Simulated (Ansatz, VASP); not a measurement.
Sn: VASP beside Ansatz

POSCAR

```
Sn
1.0
   -1.8723729403      1.8723729403      1.8912857983
    1.8723729403     -1.8723729403      1.8912857983
    1.8723729403      1.8723729403     -1.8912857983
Sn
1
Direct
    0.0000000000      0.0000000000      0.0000000000
```

Contents of INCAR.step1:

```
SYSTEM = Sn
PREC = Accurate
ENCUT = 520
ISMEAR = 0
SIGMA = 0.15
LREAL = .False.
LASPH = .True.
NELM = 60
NBANDS = 13
GGA = PE
ALGO = Normal
EDIFF = 1E-4
LWAVE = .True.
LCHARG = .False.
```

File INCAR.step2:

```
SYSTEM = Sn
PREC = Accurate
ENCUT = 520
EDIFF = 1E-6
ISMEAR = 0
SIGMA = 0.15
LREAL = .False.
LASPH = .True.
NELM = 60
ALGO = Normal
ISIF = 2
LWAVE = .False.
LCHARG = .False.
METAGGA = R2SCAN
LMIXTAU = .True.
NBANDS = 13
ISTART = 1
```

The input KPOINTS:

```
regular mesh
0
Gamma
  22 22 22
  0 0 0
```

Input for Ansatz:

```yaml
crystal:
  lattice:
    - [-1.8723729403, 1.8723729403, 1.8912857983]
    - [1.8723729403, -1.8723729403, 1.8912857983]
    - [1.8723729403, 1.8723729403, -1.8912857983]
  atoms:
    - { symbol: Sn, position: [0.0, 0.0, 0.0] }
basis:
  ecutwfc: 500
kpoints:
  mp_grid: { grid: [22, 22, 22] }
hamiltonian:
  xc: r2scan
scf:
  occupations: { method: gaussian, width: 0.15 }
output:
  forces: true
  stress: true
  eigenvalues: true
```

Change from the starting cell: strain -0.0100 x Voigt [1, 1, 0, 0, 0, 0], atoms carried along.

Alike in both runs: task single point; functional r2SCAN; k mesh 22 × 22 × 22; occupations gaussian, width 0.15 eV; no spin polarisation.

|  | VASP | Ansatz |
| --- | --- | --- |
| version | VASP 6.6.1 | Ansatz 0.2.0 |
| potentials or method | VASP PAW PBE potentials, release 64 (Sn_d), cutoff 520 eV | scalar-relativistic, plane waves, PAW |
| valence electrons in the cell | 14 | 14 |

|  | VASP | Ansatz | Ansatz less VASP |
| --- | --- | --- | --- |
| gap on the k mesh at the Fermi level (eV) | none | none | - |
| pressure (GPa) | 0.8 | 0.8 | -0.02 |

VASP's potentials were made for PBE, not for r2SCAN. A gap of «none» marks a metal or a gap that the smearing closes. The functional is the same, so the differences come from potentials, cutoffs and numerics.
